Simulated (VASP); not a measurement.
# CdS (kl) (F-43m) in VASP: a series of runs

Runs on CdS (kl). Level: LDA. Tasks: single point.

Everything below comes from runs of VASP 6.6.1. Logs are shortened: lines on timing, memory, paths and dates and some standing lists are left out, and cuts for length are marked.

### 1 The cell of the first run

It takes space group F-43m (No. 216, cubic). Conventional cell: a = 5.886 Å, b = 5.886 Å, c = 5.886 Å, α = 90.00°, β = 90.00°, γ = 90.00°. Within 3.4 Å of Cd (site symmetry -43m) lie 4 S at 2.55 Å. S (site symmetry -43m) has 4 Cd at 2.55 Å within 3.4 Å.

### 2 Single point, LDA

Contents of INCAR:

```
SYSTEM = CdS
ALGO = Normal ; EDIFF = 1E-6
ENCUT = 500 ; GGA_COMPAT = .FALSE.
ISIF = 2 ; ISMEAR = 0
LASPH = .TRUE. ; LCHARG = .FALSE.
LREAL = .FALSE. ; LWAVE = .FALSE.
NBANDS = 16 ; NELM = 120
PREC = Accurate ; SIGMA = 0.1
```

Contents of KPOINTS:

```
k-points
0
G
  6 6 6
  0 0 0
```

Contents of POSCAR:

```
CdS
1.0
    0.0000000000      2.9429534600      2.9429534600
    2.9429534600      0.0000000000      2.9429534600
    2.9429534600      2.9429534600      0.0000000000
Cd S
1 1
Direct
    0.0000000000      0.0000000000      0.0000000000
    0.7500000000      0.7500000000      0.7500000000
```

Potentials or basis: VASP PAW LDA potentials, release 64 (Cd, S).

The run is started by

```sh
$ cat potpaw_LDA.64/Cd/POTCAR potpaw_LDA.64/S/POTCAR > POTCAR
$ mpirun -np 1 vasp_std > vasp.out
```

OUTCAR:

```text
SYSTEM = CdS
   EDIFF = 1E-6
   ENCUT = 500
   ISIF = 2
   ISMEAR = 0
   LASPH = .TRUE.
   LREAL = .FALSE.
   NELM = 120
   PREC = Accurate

 ion  position               nearest neighbor table
   1  0.000  0.000  0.000-   2 2.55   2 2.55   2 2.55   2 2.55
   2  0.750  0.750  0.750-   1 2.55   1 2.55   1 2.55   1 2.55

  LATTYP: Found a face centered cubic cell.
 ALAT       =     5.8859069200

  Lattice vectors:

 A1 = (   0.0000000000,   2.9429534600,   2.9429534600)
 A2 = (   2.9429534600,   0.0000000000,   2.9429534600)
 A3 = (   2.9429534600,   2.9429534600,   0.0000000000)

Analysis of symmetry for initial positions (statically):
[... 5 lines left out ...]
 face centered cubic supercell.

 Subroutine GETGRP returns: Found 24 space group operations
 (whereof 24 operations were pure point group operations)
 out of a pool of 48 trial point group operations.

The static configuration has the point symmetry T_d .

Analysis of symmetry for dynamics (positions and initial velocities):
[... 5 lines left out ...]
 face centered cubic supercell.

 Subroutine GETGRP returns: Found 24 space group operations
 (whereof 24 operations were pure point group operations)
 out of a pool of 48 trial point group operations.

The dynamic configuration has the point symmetry T_d .

 Subroutine INISYM returns: Found 24 space group operations
 (whereof 24 operations are pure point group operations),
 and found     1 'primitive' translations

----------------------------------------------------------------------------------------

                                     Primitive cell

  volume of cell :      50.9777

  direct lattice vectors                    reciprocal lattice vectors
     0.000000000  2.942953460  2.942953460    -0.169897352  0.169897352  0.169897352
     2.942953460  0.000000000  2.942953460     0.169897352 -0.169897352  0.169897352
     2.942953460  2.942953460  0.000000000     0.169897352  0.169897352 -0.169897352

  length of vectors
     4.161964697  4.161964697  4.161964697     0.294270846  0.294270846  0.294270846

  position of ions in fractional coordinates (direct lattice)
     0.000000000  0.000000000  0.000000000
     0.750000000  0.750000000  0.750000000

  ion indices of the primitive-cell ions
   primitive index   ion index
                 1           1
                 2           2

----------------------------------------------------------------------------------------

 KPOINTS: k-points

Automatic generation of k-mesh.
 Grid dimensions read from file:
 generate k-points for:    6    6    6

 Generating k-lattice:

  Cartesian coordinates                     Fractional coordinates (reciprocal lattice)
    -0.028316225  0.028316225  0.028316225     0.166666667  0.000000000  0.000000000
     0.028316225 -0.028316225  0.028316225     0.000000000  0.166666667  0.000000000
     0.028316225  0.028316225 -0.028316225     0.000000000  0.000000000  0.166666667

  Length of vectors
     0.049045141  0.049045141  0.049045141

  Shift w.r.t. Gamma in fractional coordinates (k-lattice)
     0.000000000  0.000000000  0.000000000

 Subroutine IBZKPT returns following result:
 ===========================================

 Found     16 irreducible k-points:

 Following reciprocal coordinates:
[... 6 lines left out ...]
  0.333333  0.166667  0.000000     24.000000
[... 8 lines left out ...]
 -0.333333  0.333333  0.166667     24.000000
 -0.333333  0.500000  0.166667     12.000000
   k-points           NKPTS =     16   k-points in BZ     NKDIM =     16   number of bands    NBANDS=     16
   number of dos      NEDOS =    301   number of ions     NIONS =      2
   total plane-waves  NPLWV =  27000
   dimension x,y,z NGX =    30 NGY =   30 NGZ =   30
   dimension x,y,z NGXF=    60 NGYF=   60 NGZF=   60
   ions per type =               1   1
   NGX,Y,Z   is equivalent  to a cutoff of  11.98, 11.98, 11.98 a.u.
   NGXF,Y,Z  is equivalent  to a cutoff of  23.97, 23.97, 23.97 a.u.
 SYSTEM =  CdS
   PREC   = accura    normal or accurate (medium, high low for compatibility)
   ISTART =      0    job   : 0-new  1-cont  2-samecut
   ICHARG =      2    charge: 1-file 2-atom 10-const
   ISPIN  =      1    spin polarized calculation?
   LNONCOLLINEAR =      F non collinear calculations
   LSORBIT =      F    spin-orbit coupling
   LASPH  =      T    aspherical Exc in radial PAW
   ENCUT  =  500.0 eV  36.75 Ry    6.06 a.u.   7.59  7.59  7.59*2*pi/ulx,y,z
   NELM   =    120;   NELMIN=  2; NELMDL= -5     # of ELM steps
   EDIFF  = 0.1E-05   stopping-criterion for ELM
   LREAL  =      F    real-space projection
   EDIFFG = 0.1E-04   stopping-criterion for IOM
   NSW    =      0    number of steps for IOM
   IBRION =     -1    ionic relax: 0-MD 1-quasi-New 2-CG
   NFREE  =      0    steps in history (QN), initial steepest desc. (CG)
   ISIF   =      2    stress and relaxation
   ISYM   =      2    0-nonsym 1-usesym 2-fastsym
   POTIM  = 0.5000    time-step for ionic-motion
   TEBEG  =    0.0;   TEEND  =   0.0 temperature during run
   PSTRESS=    0.0 pullay stress
   NELECT =      18.0000    total number of electrons
   NUPDOWN=      -1.0000    fix difference up-down
   EMIN   =  10.00;   EMAX   =-10.00  energy-range for DOS
   EFERMI =   0.00;   METHOD = LEGACY
   ISMEAR =     0;   SIGMA  =   0.10  broadening in eV -4-tet -1-fermi 0-gaus
   EFERMI_NEDOS =   21; number of points for ismear=-14 and -15
   IALGO  =     38    algorithm
   IMIX   =      4    mixing-type and parameters
     AMIX     =   0.40;   BMIX     =  1.00
     AMIX_MAG =   1.60;   BMIX_MAG =  1.00
  volume/ion in A,a.u.               =      25.49       172.01
  Fermi-wavevector in a.u.,A,eV,Ry     =   1.157104  2.186609 18.216690  1.338889
  Thomas-Fermi vector in A             =   2.293718
   LORBIT       =      0    0 simple, 1 ext, 2 COOP (PROOUT), +10 PAW based schemes
   GGA     = CA    functional components
   LHFCALC =     F    Hartree Fock is set to
   AEXX    =    0.0000 exact exchange contribution
   IVDW    =     0    specifies the selected vdW correction
   LEPSILON=     F    determine dielectric tensor
   LRPA    =     F    only Hartree local field effects (RPA)
 non-spin polarized calculation
 Gauss-broadening in eV      SIGMA  =   0.10
  energy-cutoff  :      500.00
  volume of cell :       50.98
 maximum number of plane-waves:      1308
   NGX = 15   NGY = 15   NGZ = 15

 number of electron      17.9999992 magnetization

 Free energy of the ion-electron system (eV)
  ---------------------------------------------------
  ext. energy  EPLUGINS =         0.00000000
  ---------------------------------------------------
  free energy    TOTEN  =        -7.37174002 eV

  energy without entropy =       -7.37174002  energy(sigma->0) =       -7.37174002

 E-fermi :   1.3059     XC(G=0):  -9.4632

 val. band max:        0.8971912672   @ k =   0.0000   0.0000   0.0000
 cond. band min:       1.7281606250   @ k =   0.0000   0.0000   0.0000
 fundamental gap:      0.8309693577
 Fermi energy:         1.3059264030

 k-point     1 :       0.0000    0.0000    0.0000
  band No.  band energies     occupation
      1     -11.2948      2.00000
      2      -6.7850      2.00000
      3      -6.7850      2.00000
      4      -6.7850      2.00000
      5      -6.3364      2.00000
      6      -6.3364      2.00000
[... 8 lines left out ...]
     15      12.2937      0.00000
     16      12.2937      0.00000

 k-point     2 :       0.1667    0.0000    0.0000
  band No.  band energies     occupation
      1     -11.1907      2.00000
      2      -6.7495      2.00000
      3      -6.7495      2.00000
      4      -6.6902      2.00000
      5      -6.3372      2.00000
      6      -6.3372      2.00000
[... 8 lines left out ...]
     15      11.4532      0.00000
     16      12.3249      0.00000

 k-point     3 :       0.3333    0.0000    0.0000
  band No.  band energies     occupation
      1     -10.9813      2.00000
      2      -6.6919      2.00000
      3      -6.6919      2.00000
      4      -6.3382      2.00000
      5      -6.3211      2.00000
      6      -6.3211      2.00000
[... 8 lines left out ...]
     15      11.8493      0.00000
     16      11.8493      0.00000

 k-point     4 :       0.5000    0.0000    0.0000
  band No.  band energies     occupation
      1     -10.8774      2.00000
      2      -6.6723      2.00000
      3      -6.6723      2.00000
      4      -6.3014      2.00000
      5      -6.3014      2.00000
      6      -5.9751      2.00000
[... 8 lines left out ...]
     15      13.3103      0.00000
     16      13.3103      0.00000

 k-point     5 :       0.1667    0.1667    0.0000
  band No.  band energies     occupation
      1     -11.1564      2.00000
      2      -6.7131      2.00000
      3      -6.7131      2.00000
      4      -6.7091      2.00000
      5      -6.3600      2.00000
      6      -6.3160      2.00000
[... 8 lines left out ...]
     15      12.4794      0.00000
     16      13.8141      0.00000

 k-point     6 :       0.3333    0.1667    0.0000
  band No.  band energies     occupation
      1     -10.9832      2.00000
      2      -6.6755      2.00000
      3      -6.6443      2.00000
      4      -6.4936      2.00000
      5      -6.3126      2.00000
      6      -6.2976      2.00000
[... 8 lines left out ...]
     15      12.6607      0.00000
     16      13.5312      0.00000
[... 115 lines left out ...]
 k-point    13 :       0.5000    0.5000    0.0000
  band No.  band energies     occupation
      1     -10.7487      2.00000
      2      -6.5841      2.00000
      3      -6.4587      2.00000
      4      -6.4587      2.00000
      5      -6.2544      2.00000
      6      -5.9124      2.00000
[... 8 lines left out ...]
     15      13.2377      0.00000
     16      14.2457      0.00000

 k-point    14 :       0.5000    0.3333    0.1667
  band No.  band energies     occupation
      1     -10.8481      2.00000
      2      -6.6088      2.00000
      3      -6.5997      2.00000
      4      -6.4270      2.00000
      5      -6.2994      2.00000
      6      -6.0553      2.00000
[... 8 lines left out ...]
     15      13.6198      0.00000
     16      13.9639      0.00000

 k-point    15 :      -0.3333    0.3333    0.1667
  band No.  band energies     occupation
      1     -10.7822      2.00000
      2      -6.6052      2.00000
      3      -6.5639      2.00000
      4      -6.3765      2.00000
      5      -6.3191      2.00000
      6      -5.8057      2.00000
[... 8 lines left out ...]
     15      13.1008      0.00000
     16      14.0598      0.00000

 k-point    16 :      -0.3333    0.5000    0.1667
  band No.  band energies     occupation
      1     -10.7500      2.00000
      2      -6.5695      2.00000
      3      -6.5325      2.00000
      4      -6.4104      2.00000
      5      -6.2968      2.00000
      6      -5.7770      2.00000
[... 8 lines left out ...]
     15      13.9255      0.00000
     16      13.9660      0.00000

------------------------ aborting loop because EDIFF is reached ----------------------------------------

  FORCE on cell =-STRESS in cart. coord.  units (eV):
  Direction    XX          YY          ZZ          XY          YZ          ZX
  --------------------------------------------------------------------------------------
  -------------------------------------------------------------------------------------
  Total       -1.1074063     -1.1074063     -1.1074063      0.0000000      0.0000000      0.0000000
  in kB      -34.8046590    -34.8046590    -34.8046590      0.0000000      0.0000000      0.0000000
  external PRESSURE =     -34.8046590 kB  Pullay stress =       0.0000000 kB

 VOLUME and BASIS-vectors are now :
 -----------------------------------------------------------------------------
  energy-cutoff  :      500.00
  volume of cell :       50.98
      direct lattice vectors                 reciprocal lattice vectors
     0.000000000  2.942953460  2.942953460    -0.169897352  0.169897352  0.169897352
     2.942953460  0.000000000  2.942953460     0.169897352 -0.169897352  0.169897352
     2.942953460  2.942953460  0.000000000     0.169897352  0.169897352 -0.169897352

 POSITION                                       TOTAL-FORCE (eV/Angst)
 -----------------------------------------------------------------------------------
      0.00000      0.00000      0.00000         0.000000      0.000000      0.000000
      4.41443      4.41443      4.41443        -0.000000     -0.000000     -0.000000
 -----------------------------------------------------------------------------------
    total drift:                               -0.000000     -0.000000      0.000000

  FREE ENERGIE OF THE ION-ELECTRON SYSTEM (eV)
  ---------------------------------------------------
  free  energy   TOTEN  =        -7.3717400244 eV

  energy  without entropy=       -7.3717400243  energy(sigma->0) =       -7.37174002
```

Run time: 6.2 s. Hardware: 1 thread of Intel Xeon 6975P-C (Granite Rapids), shared host; peak memory 0.14 GiB.

Results:

* Free energy: -7.3717 eV
* Pressure: -3.5 GPa
* Band gap on the k mesh: 0.83 eV, direct

As with any semilocal functional, this LDA gap is likely too small.

### 3 Single point, LDA

This run uses another cell than the first one, of 23.84 Å³/atom, 0.936 times its volume.

Changes to INCAR since step 2:

```diff
@@ -7,2 +7,2 @@
 NBANDS = 16 ; NELM = 120
-PREC = Accurate ; SIGMA = 0.1
+PREC = Accurate ; SIGMA = 0.02
```

Contents of KPOINTS:

```
k-points
0
G
  8 8 8
  0 0 0
```

Contents of POSCAR:

```
CdS
1.0
    0.0000000000      2.8782715606      2.8782715606
    2.8782715606      0.0000000000      2.8782715606
    2.8782715606      2.8782715606      0.0000000000
Cd S
1 1
Direct
    0.0000000000      0.0000000000      0.0000000000
    0.7500000000      0.7500000000      0.7500000000
```

Potentials or basis: VASP PAW LDA potentials, release 64 (Cd, S).

The run is started by

```sh
$ cat potpaw_LDA.64/Cd/POTCAR potpaw_LDA.64/S/POTCAR > POTCAR
$ mpirun -np 1 vasp_std > vasp.out
```

It took 9.8 s on 1 thread of Intel Xeon 6975P-C (Granite Rapids), shared host; peak memory 0.15 GiB.

The run converged. Its results:

```
Free energy            : -7.4066 eV
Pressure               : 0.5 GPa
Band gap on the k mesh : 0.98 eV, direct
```

Levels at points of the mesh, in eV from the valence-band top:
| k point | band 6 | band 7 | band 8 | band 9 | band 10 | band 11 | band 12 | band 13 |
| --- | --- | --- | --- | --- | --- | --- | --- | --- |
| (0.00, 0.00, 0.00) | -7.40 | 0.00 | 0.00 | 0.00 | 0.98 | 6.35 | 6.35 | 6.35 |
| (0.50, 0.00, 0.00) | -6.98 | -4.77 | -0.83 | -0.83 | 2.84 | 6.84 | 6.84 | 7.34 |
| (0.50, 0.50, 0.00) | -6.91 | -4.23 | -2.07 | -2.07 | 3.24 | 4.21 | 9.13 | 10.78 |
